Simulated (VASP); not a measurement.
A run of VASP 6.6.1 is set up as follows.

The input INCAR:

```
SYSTEM = YF5
ALGO = Normal
EDIFF = 1E-7
ENCUT = 520
GGA = PE
ISIF = 2
ISMEAR = 0
ISPIN = 2
LASPH = .TRUE.
LCHARG = .FALSE.
LMAXMIX = 4
LORBIT = 11
LREAL = .FALSE.
LWAVE = .FALSE.
MAGMOM = 0 1 1 1 1 1
NBANDS = 36
NELM = 150
PREC = Accurate
SIGMA = 0.1
```

Contents of KPOINTS:

```
k-points
0
G
  4 4 4
  0 0 0
```

The input POSCAR:

```
YF5
1.0
    4.2341376600      0.0000000000      0.0000000000
    0.0000000000      4.2341376600      0.0000000000
    0.0000000000      0.0000000000      4.8784596300
Y F
1 5
Direct
    0.5000000000      0.5000000000      0.8452170100
    0.1811711600      0.0000000000      0.3158678800
    0.8188288400      0.0000000000      0.3158678800
    0.0000000000      0.1811711600      0.3158678800
    0.0000000000      0.8188288400      0.3158678800
    0.5000000000      0.5000000000      0.3958573100
```

Potentials or basis: VASP PAW PBE potentials, release 64 (Y_sv, F).

Command:

```bash
$ cat potpaw_PBE.64/Y_sv/POTCAR potpaw_PBE.64/F/POTCAR > POTCAR
$ mpirun -np 1 vasp_std > vasp.out
```

Estimate the largest force.

95.550 eV/Å.

Estimate the site moments.

Y -0.02; F +0.02, +0.01 (each value once) μB.

Forces on the atoms (eV/Å):
```
Y     0.000   0.000  -0.245
F    95.549   0.000  -0.220
F   -95.549   0.000  -0.220
F     0.000  95.549  -0.220
F     0.000 -95.549  -0.220
F     0.000   0.000   1.124
```

Caveat: the k points lie up to 0.37 Å⁻¹ apart; the standard files for N, O and F lose accuracy on very short bonds; forces of over 1 eV/Å act on the atoms, so gaps and moduli don't describe the material at rest.
